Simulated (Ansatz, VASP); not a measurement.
**AlAs3 in VASP and in Ansatz**

File INCAR:

```
SYSTEM = AlAs3
ALGO = Normal
EDIFF = 1E-7
ENCUT = 520
GGA = PE
ISIF = 2
ISMEAR = 0
LASPH = .TRUE.
LCHARG = .TRUE.
LELF = .TRUE.
LREAL = .FALSE.
LVHAR = .TRUE.
LWAVE = .FALSE.
NBANDS = 28
NELM = 60
PREC = Accurate
SIGMA = 0.1
```

The input KPOINTS:

```
k-points
0
G
  4 4 4
  0 0 0
```

The input POSCAR:

```
AlAs3
1.0
    5.4308177600      0.0000000000      0.0000000000
    0.0000000000      5.4308177600      0.0000000000
    0.0000000000      0.0000000000      5.4308177600
Al As
2 6
Direct
    0.5000000000      0.5000000000      0.5000000000
    0.0000000000      0.0000000000      0.0000000000
    0.5000000000      0.2500000000      0.0000000000
    0.5000000000      0.7500000000      0.0000000000
    0.2500000000      0.0000000000      0.5000000000
    0.7500000000      0.0000000000      0.5000000000
    0.0000000000      0.5000000000      0.2500000000
    0.0000000000      0.5000000000      0.7500000000
```

Input for Ansatz:

```yaml
crystal:
  lattice:
    - [5.43081776, 0.0, 0.0]
    - [0.0, 5.43081776, 0.0]
    - [0.0, 0.0, 5.43081776]
  atoms:
    - { symbol: Al, position: [0.5, 0.5, 0.5] }
    - { symbol: Al, position: [0.0, 0.0, 0.0] }
    - { symbol: As, position: [0.5, 0.25, 0.0] }
    - { symbol: As, position: [0.5, 0.75, 0.0] }
    - { symbol: As, position: [0.25, 0.0, 0.5] }
    - { symbol: As, position: [0.75, 0.0, 0.5] }
    - { symbol: As, position: [0.0, 0.5, 0.25] }
    - { symbol: As, position: [0.0, 0.5, 0.75] }
basis:
  ecutwfc: 420
kpoints:
  mp_grid: { grid: [4, 4, 4] }
hamiltonian:
  xc: pbe
scf:
  occupations: { method: gaussian, width: 0.1 }
  lower_state_search: "off"
output:
  forces: true
  stress: true
  eigenvalues: true
```

Change from the starting cell: species swapped into the Mo3Ir type (Pm-3n, No. 223).

Alike in both runs: task single point; functional PBE; k mesh 4 × 4 × 4; occupations gaussian, width 0.1 eV; no spin polarisation.

```csv
,VASP,Ansatz
version,VASP 6.6.1,Ansatz 0.2.0
potentials or method,"VASP PAW PBE potentials, release 64 (Al, As), cutoff 520 eV","scalar-relativistic, plane waves, PAW"
valence electrons in the cell,36,96
```

Ansatz gave:

```
gap on the k mesh at the Fermi level (eV) : none
pressure (GPa)                            : -3.4
```

What did VASP give for the same quantities?

gap on the k mesh at the Fermi level (eV): none; pressure (GPa): -3.3.

A gap of «none» marks a metal or a gap that the smearing closes. The functional is the same, so the differences come from potentials, cutoffs and numerics. VASP's potentials hold 36 valence electrons a cell and Ansatz's 96, so a difference there can come from the potentials and not from the codes.
